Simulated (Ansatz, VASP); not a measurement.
**Ir: VASP beside Ansatz**

```xyz
1
Lattice="0.0000 1.9532 1.9532 1.9532 0.0000 1.9532 1.9532 1.9532 0.0000" Properties=species:S:1:pos:R:3 pbc="T T T"
Ir    0.0000    0.0000    0.0000
```

Change from the starting cell: volume scaled by 1.06.

Alike in both runs: task single point; functional LDA; k mesh 12 × 12 × 12; occupations fermi-dirac, width 0.05 eV; no spin polarisation.

|  | VASP | Ansatz |
| --- | --- | --- |
| version | VASP 6.6.1 | Ansatz 0.2.0 |
| potentials or method | VASP PAW LDA potentials, release 64 (Ir), cutoff 520 eV | all-electron LAPW, scalar-relativistic |

|  | VASP | Ansatz | Ansatz less VASP |
| --- | --- | --- | --- |
| gap on the k mesh at the Fermi level (eV) | none | none | - |
| pressure (GPa) | -23.4 | -25.3 | -1.85 |

LDA's correlation is that of Perdew and Zunger in VASP and of Perdew and Wang (1992) in Ansatz. A gap of «none» marks a metal or a gap that the smearing closes. Ansatz ran all-electron here, and VASP with PAW potentials.

Spin-orbit coupling is off throughout.
